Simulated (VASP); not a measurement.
# MgO (Fm-3m) in VASP: a series of runs

MgO is run at these levels: PBE; tasks: single point.

Everything below comes from runs of VASP 6.6.1. Logs are shortened: lines on timing, memory, paths and dates and some standing lists are left out, and cuts for length are marked.

## (1) The cell of the first run

The structure is cubic, space group Fm-3m (No. 225). Conventional cell: a = 4.320 Å, b = 4.320 Å, c = 4.320 Å, α = 90.00°, β = 90.00°, γ = 90.00°. Mg (site symmetry m-3m) has 6 O at 2.16 Å within 2.9 Å. O (site symmetry m-3m) has 6 Mg at 2.16 Å within 2.9 Å.

## (2) Single point, PBE

Contents of INCAR:

```
SYSTEM = MgO
PREC = Accurate
ENCUT = 600
EDIFF = 1E-6
ISMEAR = 0
SIGMA = 0.01
LREAL = .False.
LASPH = .True.
NELM = 120
ALGO = Normal
ISIF = 2
LWAVE = .False.
LCHARG = .True.
GGA = PE
LELF = .True.
LVHAR = .True.
NBANDS = 11
GGA_COMPAT = .False.
```

Contents of KPOINTS:

```
regular mesh
0
Gamma
  3 3 3
  0 0 0
```

Contents of POSCAR:

```
MgO
1.0
    0.0000000000      2.1602126134      2.1602126134
    2.1602126134      0.0000000000      2.1602126134
    2.1602126134      2.1602126134      0.0000000000
Mg O
1 1
Direct
    0.0000000000      0.0000000000      0.0000000000
    0.5000000000      0.5000000000      0.5000000000
```

Potentials or basis: VASP PAW PBE potentials, release 64 (Mg, O).

The run is started by

```sh
cat potpaw_PBE.64/Mg/POTCAR potpaw_PBE.64/O/POTCAR > POTCAR
mpirun -np 1 vasp_std > vasp.out
```

OUTCAR:

```text
SYSTEM = MgO
   PREC = Accurate
   ENCUT = 600
   EDIFF = 1E-6
   ISMEAR = 0
   LREAL = .False.
   LASPH = .True.
   NELM = 120
   ISIF = 2
   GGA = PE

 ion  position               nearest neighbor table
   1  0.000  0.000  0.000-   2 2.16   2 2.16   2 2.16   2 2.16   2 2.16   2 2.16
   2  0.500  0.500  0.500-   1 2.16   1 2.16   1 2.16   1 2.16   1 2.16   1 2.16

  LATTYP: Found a face centered cubic cell.
 ALAT       =     4.3204252268

  Lattice vectors:

 A1 = (   0.0000000000,   2.1602126134,   2.1602126134)
 A2 = (   2.1602126134,   0.0000000000,   2.1602126134)
 A3 = (   2.1602126134,   2.1602126134,   0.0000000000)

Analysis of symmetry for initial positions (statically):
=====================================================================
 Subroutine PRICEL returns:
 Original cell was already a primitive cell.

 Routine SETGRP: Setting up the symmetry group for a
 face centered cubic supercell.

 Subroutine GETGRP returns: Found 48 space group operations
 (whereof 48 operations were pure point group operations)
 out of a pool of 48 trial point group operations.

The static configuration has the point symmetry O_h .

Analysis of symmetry for dynamics (positions and initial velocities):
=====================================================================
 Subroutine PRICEL returns:
 Original cell was already a primitive cell.

 Routine SETGRP: Setting up the symmetry group for a
 face centered cubic supercell.

 Subroutine GETGRP returns: Found 48 space group operations
 (whereof 48 operations were pure point group operations)
 out of a pool of 48 trial point group operations.

The dynamic configuration has the point symmetry O_h .

 Subroutine INISYM returns: Found 48 space group operations
 (whereof 48 operations are pure point group operations),
 and found     1 'primitive' translations

----------------------------------------------------------------------------------------

                                     Primitive cell

  volume of cell :      20.1613

  direct lattice vectors                    reciprocal lattice vectors
     0.000000000  2.160212613  2.160212613    -0.231458699  0.231458699  0.231458699
     2.160212613  0.000000000  2.160212613     0.231458699 -0.231458699  0.231458699
     2.160212613  2.160212613  0.000000000     0.231458699  0.231458699 -0.231458699

  length of vectors
     3.055001975  3.055001975  3.055001975     0.400898226  0.400898226  0.400898226

  position of ions in fractional coordinates (direct lattice)
     0.000000000  0.000000000  0.000000000
     0.500000000  0.500000000  0.500000000

  ion indices of the primitive-cell ions
   primitive index   ion index
                 1           1
                 2           2

----------------------------------------------------------------------------------------

 KPOINTS: regular mesh

Automatic generation of k-mesh.
 Grid dimensions read from file:
 generate k-points for:    3    3    3

 Generating k-lattice:

  Cartesian coordinates                     Fractional coordinates (reciprocal lattice)
    -0.077152900  0.077152900  0.077152900     0.333333333  0.000000000  0.000000000
     0.077152900 -0.077152900  0.077152900     0.000000000  0.333333333  0.000000000
     0.077152900  0.077152900 -0.077152900     0.000000000  0.000000000  0.333333333

  Length of vectors
     0.133632742  0.133632742  0.133632742

  Shift w.r.t. Gamma in fractional coordinates (k-lattice)
     0.000000000  0.000000000  0.000000000

 Subroutine IBZKPT returns following result:
 ===========================================

 Found      4 irreducible k-points:

 Following reciprocal coordinates:
            Coordinates               Weight
  0.000000  0.000000  0.000000      1.000000
  0.333333  0.000000  0.000000      8.000000
  0.333333  0.333333  0.000000      6.000000
 -0.333333  0.333333  0.000000     12.000000
   k-points           NKPTS =      4   k-points in BZ     NKDIM =      4   number of bands    NBANDS=     11
   number of dos      NEDOS =    301   number of ions     NIONS =      2
   total plane-waves  NPLWV =  13824
   dimension x,y,z NGX =    24 NGY =   24 NGZ =   24
   dimension x,y,z NGXF=    48 NGYF=   48 NGZF=   48
   ions per type =               1   1
   NGX,Y,Z   is equivalent  to a cutoff of  13.06, 13.06, 13.06 a.u.
   NGXF,Y,Z  is equivalent  to a cutoff of  26.12, 26.12, 26.12 a.u.
 SYSTEM =  MgO
   PREC   = accura    normal or accurate (medium, high low for compatibility)
   ISTART =      0    job   : 0-new  1-cont  2-samecut
   ICHARG =      2    charge: 1-file 2-atom 10-const
   ISPIN  =      1    spin polarized calculation?
   LNONCOLLINEAR =      F non collinear calculations
   LSORBIT =      F    spin-orbit coupling
   LASPH  =      T    aspherical Exc in radial PAW
   ENCUT  =  600.0 eV  44.10 Ry    6.64 a.u.   6.10  6.10  6.10*2*pi/ulx,y,z
   NELM   =    120;   NELMIN=  2; NELMDL= -5     # of ELM steps
   EDIFF  = 0.1E-05   stopping-criterion for ELM
   LREAL  =      F    real-space projection
   EDIFFG = 0.1E-04   stopping-criterion for IOM
   NSW    =      0    number of steps for IOM
   IBRION =     -1    ionic relax: 0-MD 1-quasi-New 2-CG
   NFREE  =      0    steps in history (QN), initial steepest desc. (CG)
   ISIF   =      2    stress and relaxation
   ISYM   =      2    0-nonsym 1-usesym 2-fastsym
   POTIM  = 0.5000    time-step for ionic-motion
   TEBEG  =    0.0;   TEEND  =   0.0 temperature during run
   PSTRESS=    0.0 pullay stress
   NELECT =       8.0000    total number of electrons
   NUPDOWN=      -1.0000    fix difference up-down
   EMIN   =  10.00;   EMAX   =-10.00  energy-range for DOS
   EFERMI =   0.00;   METHOD = LEGACY
   ISMEAR =     0;   SIGMA  =   0.01  broadening in eV -4-tet -1-fermi 0-gaus
   EFERMI_NEDOS =   21; number of points for ismear=-14 and -15
   IALGO  =     38    algorithm
   IMIX   =      4    mixing-type and parameters
     AMIX     =   0.40;   BMIX     =  1.00
     AMIX_MAG =   1.60;   BMIX_MAG =  1.00
  volume/ion in A,a.u.               =      10.08        68.03
  Fermi-wavevector in a.u.,A,eV,Ry     =   1.202998  2.273337 19.690417  1.447205
  Thomas-Fermi vector in A             =   2.338764
   LORBIT       =      0    0 simple, 1 ext, 2 COOP (PROOUT), +10 PAW based schemes
   GGA     = PE    functional components
   LHFCALC =     F    Hartree Fock is set to
   AEXX    =    0.0000 exact exchange contribution
   IVDW    =     0    specifies the selected vdW correction
   LEPSILON=     F    determine dielectric tensor
   LRPA    =     F    only Hartree local field effects (RPA)
 non-spin polarized calculation
 Gauss-broadening in eV      SIGMA  =   0.01
  energy-cutoff  :      600.00
  volume of cell :       20.16
 maximum number of plane-waves:       680
   NGX = 13   NGY = 13   NGZ = 13

 number of electron       7.9999997 magnetization

 Free energy of the ion-electron system (eV)
  ---------------------------------------------------
  ext. energy  EPLUGINS =         0.00000000
  ---------------------------------------------------
  free energy    TOTEN  =       -11.80451337 eV

  energy without entropy =      -11.80451337  energy(sigma->0) =      -11.80451337

 E-fermi :   2.7920     XC(G=0): -10.7067

 val. band max:        2.7189890292   @ k =   0.0000   0.0000   0.0000
 cond. band min:       6.6938596833   @ k =   0.0000   0.0000   0.0000
 fundamental gap:      3.9748706541
 Fermi energy:         2.7920264784

 k-point     1 :       0.0000    0.0000    0.0000
  band No.  band energies     occupation
      1     -14.1809      2.00000
      2       2.7190      2.00000
      3       2.7190      2.00000
      4       2.7190      2.00000
      5       6.6939      0.00000
      6      18.0172      0.00000
      7      18.0172      0.00000
      8      18.0172      0.00000
      9      21.7480      0.00000
     10      23.4225      0.00000
     11      23.4225      0.00000

 k-point     2 :       0.3333    0.0000    0.0000
  band No.  band energies     occupation
      1     -13.3825      2.00000
      2      -0.7500      2.00000
      3       2.2771      2.00000
      4       2.2771      2.00000
      5       9.7464      0.00000
      6      14.3658      0.00000
      7      18.4987      0.00000
      8      18.4987      0.00000
      9      22.7197      0.00000
     10      22.7197      0.00000
     11      22.8862      0.00000

 k-point     3 :       0.3333    0.3333    0.0000
  band No.  band energies     occupation
      1     -13.1848      2.00000
      2      -0.5170      2.00000
      3       1.7389      2.00000
      4       1.7389      2.00000
      5      11.1747      0.00000
      6      12.5422      0.00000
      7      15.7291      0.00000
      8      19.9121      0.00000
      9      19.9121      0.00000
     10      26.4768      0.00000
     11      28.0922      0.00000

 k-point     4 :      -0.3333    0.3333    0.0000
  band No.  band energies     occupation
      1     -12.8679      2.00000
      2      -0.2952      2.00000
      3      -0.1273      2.00000
      4       1.8084      2.00000
      5      12.4863      0.00000
      6      14.2440      0.00000
      7      14.2821      0.00000
      8      19.4376      0.00000
      9      20.5350      0.00000
     10      25.0420      0.00000
     11      28.8338      0.00000

------------------------ aborting loop because EDIFF is reached ----------------------------------------

  FORCE on cell =-STRESS in cart. coord.  units (eV):
  Direction    XX          YY          ZZ          XY          YZ          ZX
  --------------------------------------------------------------------------------------
  -------------------------------------------------------------------------------------
  Total       -0.8768494     -0.8768494     -0.8768494     -0.0000000     -0.0000000     -0.0000000
  in kB      -69.6812810    -69.6812810    -69.6812810     -0.0000000     -0.0000000     -0.0000000
  external PRESSURE =     -69.6812810 kB  Pullay stress =       0.0000000 kB

 VOLUME and BASIS-vectors are now :
 -----------------------------------------------------------------------------
  energy-cutoff  :      600.00
  volume of cell :       20.16
      direct lattice vectors                 reciprocal lattice vectors
     0.000000000  2.160212613  2.160212613    -0.231458699  0.231458699  0.231458699
     2.160212613  0.000000000  2.160212613     0.231458699 -0.231458699  0.231458699
     2.160212613  2.160212613  0.000000000     0.231458699  0.231458699 -0.231458699

 POSITION                                       TOTAL-FORCE (eV/Angst)
 -----------------------------------------------------------------------------------
      0.00000      0.00000      0.00000        -0.000000     -0.000000      0.000000
      2.16021      2.16021      2.16021         0.000000      0.000000      0.000000
 -----------------------------------------------------------------------------------
    total drift:                               -0.000000     -0.000000      0.000000

  FREE ENERGIE OF THE ION-ELECTRON SYSTEM (eV)
  ---------------------------------------------------
  free  energy   TOTEN  =       -11.8045133710 eV

  energy  without entropy=      -11.8045133710  energy(sigma->0) =      -11.80451337
```

It took 2.6 s on 1 thread of Intel Xeon Platinum 8375C at 2.90GHz (Ice Lake), shared host; peak memory 0.13 GiB.

What came out:

```yaml
Free_energy: -11.8045 eV
Pressure: -7.0 GPa
Band_gap_on_the_k_mesh: 3.97 eV, direct
```

Levels at points of the mesh, in eV from the valence-band top:
```csv
k point,band 1,band 2,band 3,band 4,band 5,band 6,band 7,band 8
"(0.00, 0.00, 0.00)",-16.90,0.00,0.00,0.00,3.97,15.30,15.30,15.30
```

Caveat: the k points lie up to 0.84 Å⁻¹ apart.

## (3) Single point, PBE

This run uses another cell than the first one, of 8.59 Å³/atom, 0.852 times its volume.

Contents of INCAR:

```
SYSTEM = MgO
  PREC = Accurate
  ENCUT = 600
  EDIFF = 1E-6
  ISMEAR = 0
  SIGMA = 0.01
  LREAL = .False.
  LASPH = .True.
  NELM = 120
  ALGO = Normal
  ISIF = 2
  LWAVE = .False.
  LCHARG = .True.
  GGA = PE
  LELF = .True.
  LVHAR = .True.
  NBANDS = 11
  GGA_COMPAT = .False.
```

Contents of KPOINTS:

```
Automatic mesh
0
Gamma
  3 3 3
  0 0 0
```

Contents of POSCAR:

```
MgO
1.0
    0.0000000000      2.0477857736      2.0477857736
    2.0477857736      0.0000000000      2.0477857736
    2.0477857736      2.0477857736      0.0000000000
Mg O
1 1
Direct
    0.0000000000      0.0000000000      0.0000000000
    0.5000000000      0.5000000000      0.5000000000
```

Potentials or basis: VASP PAW PBE potentials, release 64 (Mg, O).

The run is started by

```sh
cat potpaw_PBE.64/Mg/POTCAR potpaw_PBE.64/O/POTCAR > POTCAR
mpirun -np 1 vasp_std > vasp.out
```

Run time: 2.5 s. Hardware: 1 thread of Intel Xeon Platinum 8375C at 2.90GHz (Ice Lake), shared host; peak memory 0.14 GiB.

Results (log left out):

| Quantity | Value |
| --- | --- |
| Free energy | -11.6998 eV |
| Pressure | 21.0 GPa |
| Band gap on the k mesh | 5.55 eV, direct |

Levels at points of the mesh, in eV from the valence-band top:
| k point | band 2 | band 3 | band 4 | band 5 | band 6 | band 7 |
| --- | --- | --- | --- | --- | --- | --- |
| (0.00, 0.00, 0.00) | 0.00 | 0.00 | 0.00 | 5.55 | 16.21 | 16.21 |

Caveat: the k points lie up to 0.89 Å⁻¹ apart.

## (4) Single point, PBE

This run uses another cell than the first one, of 8.59 Å³/atom, 0.852 times its volume.

Contents of INCAR:

```
ALGO     = Normal         # electronic algorithm
EDIFF    = 1E-6           # SCF threshold, eV
ENCUT    = 600            # plane-wave cutoff, eV
GGA      = PE             # functional
GGA_COMPAT= False        
ISIF     = 2              # what is computed and relaxed
ISMEAR   = 0              # smearing method
LASPH    = True           # aspherical terms in the spheres
LCHARG   = True           # write CHGCAR
LELF     = True           # ELF
LREAL    = False          # projectors in reciprocal space
LVHAR    = True         
LWAVE    = False          # write WAVECAR
NBANDS   = 11             # bands
NELM     = 120            # most SCF steps
PREC     = Accurate       # precision mode
SIGMA    = 0.01           # smearing width, eV
```

Contents of KPOINTS:

```
k-points
0
Gamma
  3 3 3
```

POSCAR is that of step 3.

The run is started by

```sh
cat potpaw_PBE.64/Mg/POTCAR potpaw_PBE.64/O/POTCAR > POTCAR
mpirun -np 1 vasp_std > vasp.out
```

Run time: 2.6 s. Hardware: 1 thread of Intel Xeon Platinum 8375C at 2.90GHz (Ice Lake), shared host; peak memory 0.13 GiB.

Results (log left out):

```
Free energy            : -11.6998 eV
Pressure               : 21.0 GPa
Band gap on the k mesh : 5.55 eV, direct
```

Levels at points of the mesh, in eV from the valence-band top:
```csv
k point,band 1,band 2,band 3,band 4,band 5,band 6,band 7,band 8,band 9
"(0.00, 0.00, 0.00)",-17.73,0.00,0.00,0.00,5.55,16.21,16.21,16.21,20.36
```

Caveat: the k points lie up to 0.89 Å⁻¹ apart. PBE gaps usually lie below the measured ones, often by a third to a half.
